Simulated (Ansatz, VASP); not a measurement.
# SrHfTiSnO6: VASP beside Ansatz

File POSCAR:

```
SrHfTiSnO6
1.0
    0.0000000000      4.0419677000      4.0419677000
    4.0419677000      0.0000000000      4.0419677000
    4.0419677000      4.0419677000      0.0000000000
Sr Hf Ti Sn O
1 1 1 1 6
Direct
    0.2500000000      0.2500000000      0.2500000000
    0.0000000000      0.0000000000      0.0000000000
    0.5000000000      0.5000000000      0.5000000000
    0.7500000000      0.7500000000      0.7500000000
    0.7437609500      0.2562390500      0.2562390500
    0.2562390500      0.7437609500      0.7437609500
    0.7437609500      0.7437609500      0.2562390500
    0.2562390500      0.2562390500      0.7437609500
    0.2562390500      0.7437609500      0.2562390500
    0.7437609500      0.2562390500      0.7437609500
```

INCAR.step1

```
SYSTEM = SrHfTiSnO6
PREC = Accurate
ENCUT = 520
ISMEAR = 0
SIGMA = 0.01
LREAL = .FALSE.
LASPH = .TRUE.
NELM = 60
NBANDS = 52
GGA = PE
ALGO = Normal
EDIFF = 1E-4
LWAVE = .TRUE.
LCHARG = .FALSE.
```

Contents of INCAR.step2:

```
SYSTEM = SrHfTiSnO6
PREC = Accurate
ENCUT = 520
EDIFF = 1E-7
ISMEAR = 0
SIGMA = 0.01
LREAL = .FALSE.
LASPH = .TRUE.
NELM = 60
ALGO = Normal
ISIF = 2
LWAVE = .FALSE.
LCHARG = .FALSE.
METAGGA = R2SCAN
LMIXTAU = .TRUE.
NBANDS = 52
ISTART = 1
```

KPOINTS

```
regular mesh
0
G
  2 2 2
  0 0 0
```

Input for Ansatz:

```yaml
crystal:
  lattice:
    - [0.0, 4.0419677, 4.0419677]
    - [4.0419677, 0.0, 4.0419677]
    - [4.0419677, 4.0419677, 0.0]
  atoms:
    - { symbol: Sr, position: [0.25, 0.25, 0.25] }
    - { symbol: Hf, position: [0.0, 0.0, 0.0] }
    - { symbol: Ti, position: [0.5, 0.5, 0.5] }
    - { symbol: Sn, position: [0.75, 0.75, 0.75] }
    - { symbol: O, position: [0.74376095, 0.25623905, 0.25623905] }
    - { symbol: O, position: [0.25623905, 0.74376095, 0.74376095] }
    - { symbol: O, position: [0.74376095, 0.74376095, 0.25623905] }
    - { symbol: O, position: [0.25623905, 0.25623905, 0.74376095] }
    - { symbol: O, position: [0.25623905, 0.74376095, 0.25623905] }
    - { symbol: O, position: [0.74376095, 0.25623905, 0.74376095] }
accuracy: low
basis:
  ecutwfc: 653.073269903712
kpoints:
  mp_grid:
    grid: [2, 2, 2]
    shift: [0.0, 0.0, 0.0]
hamiltonian:
  xc: r2scan
scf:
  max_iter: 150
  n_extra_bands: 26
  mixing:
    algorithm: msr1
    beta: 0.2
  occupations:
    method: fixed
output:
  dos:
    de: 0.1
    method:
      smearing:
        sigma: 0.15
    projected: true
```

Alike in both runs: task single point; functional r2SCAN; k mesh 2 × 2 × 2; no spin polarisation.

|  | VASP | Ansatz |
| --- | --- | --- |
| version | VASP 6.6.1 | Ansatz 0.2.0 |
| potentials or method | VASP PAW PBE potentials, release 64 (Sr_sv, Hf_pv, Ti_sv, Sn_d, O), cutoff 520 eV | plane waves, PAW |
| occupations | gaussian, width 0.01 eV | fixed |
| valence electrons in the cell | 82 | 98 |

Ansatz gave:

```
gap on the k mesh at the Fermi level (eV) : 2.72
```

Problem. Which values does VASP return?

Solution. gap on the k mesh at the Fermi level (eV): 2.73.

VASP's potentials were made for PBE, not for r2SCAN. VASP's potentials hold 82 valence electrons a cell and Ansatz's 98, so a difference there can come from the potentials and not from the codes.

The k mesh is coarse, so the values compare programs but aren't converged. Spin-orbit coupling is off throughout.
